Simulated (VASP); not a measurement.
A run of VASP 6.6.1 is set up as follows.

The input INCAR:

```
PREC = Accurate ; ENCUT = 520
EDIFF = 1E-6 ; ISMEAR = 0
SIGMA = 0.1 ; LREAL = False
LASPH = True ; NELM = 60
ALGO = Normal ; ISIF = 2
LWAVE = False ; LCHARG = False
GGA = PE ; NBANDS = 30
```

Contents of KPOINTS:

```
regular mesh
0
Gamma
  3 3 3
```

Contents of POSCAR:

```
La3O2
1.0
    3.9579646135      2.2851319350      3.3779847815
   -3.9579646135      2.2851319350      3.3779847815
    0.0000000000     -4.5702638701      3.3779847815
La O
3 2
Direct
    0.0000000000      0.5000000000      0.0000000000
    0.0000000000      0.0000000000      0.5000000000
    0.5000000000      0.0000000000      0.0000000000
    0.8327028033      0.8327028033      0.8327028033
    0.1672971967      0.1672971967      0.1672971967
```

Potentials or basis: VASP PAW PBE potentials, release 64 (La, O).

Launch:

```console
$ cat potpaw_PBE.64/La/POTCAR potpaw_PBE.64/O/POTCAR > POTCAR
$ mpirun -np 1 vasp_std > vasp.out
```

(1) Estimate the pressure.

(2) Predict the largest force.

## Answers

(1) 0.2 GPa.

(2) 0.006 eV/Å.

Caveat: the k points lie up to 0.37 Å⁻¹ apart; an odd number of electrons without spin polarisation forces a metal; a magnetic or distorted state may lie lower.
